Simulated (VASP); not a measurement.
# SiBr7 (Fm-3m) in VASP: single point with PBE

Aim: the single point of SiBr7 with PBE.

All numbers are computed with VASP 6.6.1; they aren't measurements. Logs are shortened: lines on timing, memory, paths and dates and some standing lists are left out, and cuts for length are marked.

**1. The cell of the first run**

Symmetry: Fm-3m, No. 225, cubic system. Conventional cell: a = 9.900 Å, b = 9.900 Å, c = 9.900 Å, α = 90.00°, β = 90.00°, γ = 90.00°. Si (site symmetry m-3m) has 12 Br at 3.50 Å within 4.6 Å. Br (site symmetry m-3m) has 12 Br at 3.50 Å within 4.6 Å. Within 4.6 Å of Br (site symmetry mmm) lie 2 Si at 3.50 Å and 10 Br at 3.50 Å.

The cell was built from a structure type or drawn by symmetry, and may not be a known phase.

**2. Single point, PBE**

Input file INCAR:

```
SYSTEM = SiBr7
PREC = Accurate
ENCUT = 520
EDIFF = 1E-7
ISMEAR = 0
SIGMA = 0.1
LREAL = .False.
LASPH = .True.
NELM = 60
ALGO = Normal
ISIF = 2
LWAVE = .False.
LCHARG = .False.
GGA = PE
NBANDS = 36
```

Input file KPOINTS:

```
regular mesh
0
Gamma
  4 4 4
  0 0 0
```

Input file POSCAR:

```
SiBr7
1.0
    0.0000000000      4.9501613100      4.9501613100
    4.9501613100      0.0000000000      4.9501613100
    4.9501613100      4.9501613100      0.0000000000
Si Br
1 7
Direct
    0.5000000000      0.5000000000      0.5000000000
    0.0000000000      0.0000000000      0.0000000000
    0.0000000000      0.5000000000      0.0000000000
    0.5000000000      0.0000000000      0.0000000000
    0.0000000000      0.5000000000      0.5000000000
    0.5000000000      0.0000000000      0.5000000000
    0.0000000000      0.0000000000      0.5000000000
    0.5000000000      0.5000000000      0.0000000000
```

Potentials or basis: VASP PAW PBE potentials, release 64 (Si, Br).

Run with:

```sh
cat potpaw_PBE.64/Si/POTCAR potpaw_PBE.64/Br/POTCAR > POTCAR
mpirun -np 1 vasp_std > vasp.out
```

OUTCAR:

```text
SYSTEM = SiBr7
   PREC = Accurate
   ENCUT = 520
   EDIFF = 1E-7
   ISMEAR = 0
   LREAL = .False.
   LASPH = .True.
   NELM = 60
   ISIF = 2
   GGA = PE

 ion  position               nearest neighbor table
   1  0.500  0.500  0.500-
   2  0.000  0.000  0.000-
   3  0.000  0.500  0.000-
   4  0.500  0.000  0.000-
   5  0.000  0.500  0.500-
   6  0.500  0.000  0.500-
   7  0.000  0.000  0.500-
   8  0.500  0.500  0.000-

  LATTYP: Found a face centered cubic cell.
 ALAT       =     9.9003226200

  Lattice vectors:

 A1 = (   0.0000000000,   4.9501613100,   4.9501613100)
 A2 = (   4.9501613100,   0.0000000000,   4.9501613100)
 A3 = (   4.9501613100,   4.9501613100,   0.0000000000)

Analysis of symmetry for initial positions (statically):
=====================================================================
 Subroutine PRICEL returns:
 Original cell was already a primitive cell.

 Routine SETGRP: Setting up the symmetry group for a
 face centered cubic supercell.

 Subroutine GETGRP returns: Found 48 space group operations
 (whereof 48 operations were pure point group operations)
 out of a pool of 48 trial point group operations.

The static configuration has the point symmetry O_h .

Analysis of symmetry for dynamics (positions and initial velocities):
=====================================================================
 Subroutine PRICEL returns:
 Original cell was already a primitive cell.

 Routine SETGRP: Setting up the symmetry group for a
 face centered cubic supercell.

 Subroutine GETGRP returns: Found 48 space group operations
 (whereof 48 operations were pure point group operations)
 out of a pool of 48 trial point group operations.

The dynamic configuration has the point symmetry O_h .

 Subroutine INISYM returns: Found 48 space group operations
 (whereof 48 operations are pure point group operations),
 and found     1 'primitive' translations

----------------------------------------------------------------------------------------

                                     Primitive cell

  volume of cell :     242.5985

  direct lattice vectors                    reciprocal lattice vectors
     0.000000000  4.950161310  4.950161310    -0.101006809  0.101006809  0.101006809
     4.950161310  0.000000000  4.950161310     0.101006809 -0.101006809  0.101006809
     4.950161310  4.950161310  0.000000000     0.101006809  0.101006809 -0.101006809

  length of vectors
     7.000585261  7.000585261  7.000585261     0.174948926  0.174948926  0.174948926

  position of ions in fractional coordinates (direct lattice)
     0.500000000  0.500000000  0.500000000
     0.000000000  0.000000000  0.000000000
     0.000000000  0.500000000  0.000000000
     0.500000000  0.000000000  0.000000000
     0.000000000  0.500000000  0.500000000
     0.500000000  0.000000000  0.500000000
     0.000000000  0.000000000  0.500000000
     0.500000000  0.500000000  0.000000000

  ion indices of the primitive-cell ions
   primitive index   ion index
                 1           1
                 2           2
                 3           3
                 4           4
                 5           5
                 6           6
                 7           7
                 8           8

----------------------------------------------------------------------------------------

 KPOINTS: regular mesh

Automatic generation of k-mesh.
 Grid dimensions read from file:
 generate k-points for:    4    4    4

 Generating k-lattice:

  Cartesian coordinates                     Fractional coordinates (reciprocal lattice)
    -0.025251702  0.025251702  0.025251702     0.250000000  0.000000000  0.000000000
     0.025251702 -0.025251702  0.025251702     0.000000000  0.250000000  0.000000000
     0.025251702  0.025251702 -0.025251702     0.000000000  0.000000000  0.250000000

  Length of vectors
     0.043737231  0.043737231  0.043737231

  Shift w.r.t. Gamma in fractional coordinates (k-lattice)
     0.000000000  0.000000000  0.000000000

 Subroutine IBZKPT returns following result:
 ===========================================

 Found      8 irreducible k-points:

 Following reciprocal coordinates:
            Coordinates               Weight
  0.000000  0.000000  0.000000      1.000000
  0.250000  0.000000  0.000000      8.000000
  0.500000  0.000000  0.000000      4.000000
  0.250000  0.250000  0.000000      6.000000
  0.500000  0.250000  0.000000     24.000000
 -0.250000  0.250000  0.000000     12.000000
  0.500000  0.500000  0.000000      3.000000
 -0.250000  0.500000  0.250000      6.000000
   k-points           NKPTS =      8   k-points in BZ     NKDIM =      8   number of bands    NBANDS=     36
   number of dos      NEDOS =    301   number of ions     NIONS =      8
   total plane-waves  NPLWV = 157464
   dimension x,y,z NGX =    54 NGY =   54 NGZ =   54
   dimension x,y,z NGXF=   108 NGYF=  108 NGZF=  108
   ions per type =               1   7
   NGX,Y,Z   is equivalent  to a cutoff of  12.82, 12.82, 12.82 a.u.
   NGXF,Y,Z  is equivalent  to a cutoff of  25.65, 25.65, 25.65 a.u.
 SYSTEM =  SiBr7
   PREC   = accura    normal or accurate (medium, high low for compatibility)
   ISTART =      0    job   : 0-new  1-cont  2-samecut
   ICHARG =      2    charge: 1-file 2-atom 10-const
   ISPIN  =      1    spin polarized calculation?
   LNONCOLLINEAR =      F non collinear calculations
   LSORBIT =      F    spin-orbit coupling
   LASPH  =      T    aspherical Exc in radial PAW
   ENCUT  =  520.0 eV  38.22 Ry    6.18 a.u.  13.02 13.02 13.02*2*pi/ulx,y,z
   NELM   =     60;   NELMIN=  2; NELMDL= -5     # of ELM steps
   EDIFF  = 0.1E-06   stopping-criterion for ELM
   LREAL  =      F    real-space projection
   EDIFFG = 0.1E-05   stopping-criterion for IOM
   NSW    =      0    number of steps for IOM
   IBRION =     -1    ionic relax: 0-MD 1-quasi-New 2-CG
   NFREE  =      0    steps in history (QN), initial steepest desc. (CG)
   ISIF   =      2    stress and relaxation
   ISYM   =      2    0-nonsym 1-usesym 2-fastsym
   POTIM  = 0.5000    time-step for ionic-motion
   TEBEG  =    0.0;   TEEND  =   0.0 temperature during run
   PSTRESS=    0.0 pullay stress
   NELECT =      53.0000    total number of electrons
   NUPDOWN=      -1.0000    fix difference up-down
   EMIN   =  10.00;   EMAX   =-10.00  energy-range for DOS
   EFERMI =   0.00;   METHOD = LEGACY
   ISMEAR =     0;   SIGMA  =   0.10  broadening in eV -4-tet -1-fermi 0-gaus
   EFERMI_NEDOS =   21; number of points for ismear=-14 and -15
   IALGO  =     38    algorithm
   IMIX   =      4    mixing-type and parameters
     AMIX     =   0.40;   BMIX     =  1.00
     AMIX_MAG =   1.60;   BMIX_MAG =  1.00
  volume/ion in A,a.u.               =      30.32       204.64
  Fermi-wavevector in a.u.,A,eV,Ry     =   0.985986  1.863243 13.227155  0.972168
  Thomas-Fermi vector in A             =   2.117334
   LORBIT       =      0    0 simple, 1 ext, 2 COOP (PROOUT), +10 PAW based schemes
   GGA     = PE    functional components
   LHFCALC =     F    Hartree Fock is set to
   AEXX    =    0.0000 exact exchange contribution
   IVDW    =     0    specifies the selected vdW correction
   LEPSILON=     F    determine dielectric tensor
   LRPA    =     F    only Hartree local field effects (RPA)
 non-spin polarized calculation
 Gauss-broadening in eV      SIGMA  =   0.10
  energy-cutoff  :      520.00
  volume of cell :      242.60
 maximum number of plane-waves:      6588
 NGX is ok and might be reduce to    54
   NGX = 25   NGY = 25   NGZ = 25

 number of electron      52.9999984 magnetization

 Free energy of the ion-electron system (eV)
  ---------------------------------------------------
  ext. energy  EPLUGINS =         0.00000000
  ---------------------------------------------------
  free energy    TOTEN  =       -11.76652832 eV

  energy without entropy =      -11.67384610  energy(sigma->0) =      -11.72018721

 E-fermi :   0.6516     XC(G=0):  -8.6068

 val. band max:        0.6299014833   @ k =   0.5000   0.0000   0.0000
 cond. band min:       0.6535014942   @ k =  -0.2500   0.2500   0.0000
 fundamental gap:      0.0236000109
 Fermi energy:         0.6516150549

 k-point     1 :       0.0000    0.0000    0.0000
  band No.  band energies     occupation
      1     -13.7810      2.00000
      2     -12.8969      2.00000
      3     -12.8969      2.00000
      4     -12.8969      2.00000
      5     -12.7374      2.00000
      6     -12.5687      2.00000
[... 28 lines left out ...]
     35       7.7242      0.00000
     36       7.8599      0.00000

 k-point     2 :       0.2500    0.0000    0.0000
  band No.  band energies     occupation
      1     -13.6681      2.00000
      2     -13.0284      2.00000
      3     -12.8537      2.00000
      4     -12.8537      2.00000
      5     -12.7548      2.00000
      6     -12.6221      2.00000
[... 28 lines left out ...]
     35       8.1801      0.00000
     36       8.5571      0.00000

 k-point     3 :       0.5000    0.0000    0.0000
  band No.  band energies     occupation
      1     -13.4354      2.00000
      2     -13.2893      2.00000
      3     -12.7621      2.00000
      4     -12.7431      2.00000
      5     -12.7431      2.00000
      6     -12.7429      2.00000
[... 28 lines left out ...]
     35       9.0443      0.00000
     36       9.1184      0.00000

 k-point     4 :       0.2500    0.2500    0.0000
  band No.  band energies     occupation
      1     -13.6302      2.00000
      2     -12.9108      2.00000
      3     -12.9108      2.00000
      4     -12.9100      2.00000
      5     -12.8342      2.00000
      6     -12.6645      2.00000
[... 28 lines left out ...]
     35       8.3007      0.00000
     36       8.5780      0.00000

 k-point     5 :       0.5000    0.2500    0.0000
  band No.  band energies     occupation
      1     -13.4057      2.00000
      2     -13.1670      2.00000
      3     -12.9628      2.00000
      4     -12.8721      2.00000
      5     -12.7793      2.00000
      6     -12.6802      2.00000
[... 28 lines left out ...]
     35       9.2871      0.00000
     36       9.3808      0.00000

 k-point     6 :      -0.2500    0.2500    0.0000
  band No.  band energies     occupation
      1     -13.4974      2.00000
      2     -13.1001      2.00000
      3     -12.9993      2.00000
      4     -12.7553      2.00000
      5     -12.7537      2.00000
      6     -12.7321      2.00000
[... 28 lines left out ...]
     35       9.0770      0.00000
     36       9.2854      0.00000

 k-point     7 :       0.5000    0.5000    0.0000
  band No.  band energies     occupation
      1     -13.2859      2.00000
      2     -13.1943      2.00000
      3     -12.9245      2.00000
      4     -12.9245      2.00000
      5     -12.9229      2.00000
      6     -12.6898      2.00000
[... 28 lines left out ...]
     35       9.1378      0.00000
     36       9.7115      0.00000

 k-point     8 :      -0.2500    0.5000    0.2500
  band No.  band energies     occupation
      1     -13.1853      2.00000
      2     -13.1809      2.00000
      3     -13.1809      2.00000
      4     -12.9449      2.00000
      5     -12.6783      2.00000
      6     -12.6628      2.00000
[... 28 lines left out ...]
     35       9.6207      0.00000
     36       9.6207      0.00000

------------------------ aborting loop because EDIFF is reached ----------------------------------------

  FORCE on cell =-STRESS in cart. coord.  units (eV):
  Direction    XX          YY          ZZ          XY          YZ          ZX
  --------------------------------------------------------------------------------------
  -------------------------------------------------------------------------------------
  Total       -5.2067282     -5.2067282     -5.2067282      0.0000000      0.0000000     -0.0000000
  in kB      -34.3864579    -34.3864579    -34.3864579      0.0000000      0.0000000     -0.0000000
  external PRESSURE =     -34.3864579 kB  Pullay stress =       0.0000000 kB

 VOLUME and BASIS-vectors are now :
 -----------------------------------------------------------------------------
  energy-cutoff  :      520.00
  volume of cell :      242.60
      direct lattice vectors                 reciprocal lattice vectors
     0.000000000  4.950161310  4.950161310    -0.101006809  0.101006809  0.101006809
     4.950161310  0.000000000  4.950161310     0.101006809 -0.101006809  0.101006809
     4.950161310  4.950161310  0.000000000     0.101006809  0.101006809 -0.101006809

 POSITION                                       TOTAL-FORCE (eV/Angst)
 -----------------------------------------------------------------------------------
      4.95016      4.95016      4.95016         0.000000     -0.000000      0.000000
      0.00000      0.00000      0.00000        -0.000000      0.000000      0.000000
      2.47508      0.00000      2.47508        -0.000000     -0.000000     -0.000000
      0.00000      2.47508      2.47508         0.000000      0.000000      0.000000
      4.95016      2.47508      2.47508        -0.000000      0.000000      0.000000
      2.47508      4.95016      2.47508        -0.000000     -0.000000      0.000000
      2.47508      2.47508      0.00000        -0.000000      0.000000     -0.000000
      2.47508      2.47508      4.95016        -0.000000      0.000000      0.000000
 -----------------------------------------------------------------------------------
    total drift:                               -0.000000      0.000000     -0.000000

  FREE ENERGIE OF THE ION-ELECTRON SYSTEM (eV)
  ---------------------------------------------------
  free  energy   TOTEN  =       -11.7665283202 eV

  energy  without entropy=      -11.6738461001  energy(sigma->0) =      -11.72018721
```

Run time: 1.8 min. Hardware: 1 thread of Intel Xeon Platinum 8259CL at 2.50GHz (Skylake/Cascade Lake), shared host; peak memory 0.4 GiB.

Results:

```yaml
Free_energy: -11.7665 eV
Pressure: -3.4 GPa
Band_gap_on_the_k_mesh: zero (an odd number of electrons rules out a gap without spin polarisation)
```

Caveat: the cell stands under tension; an odd number of electrons without spin polarisation forces a metal; a magnetic or distorted state may lie lower.
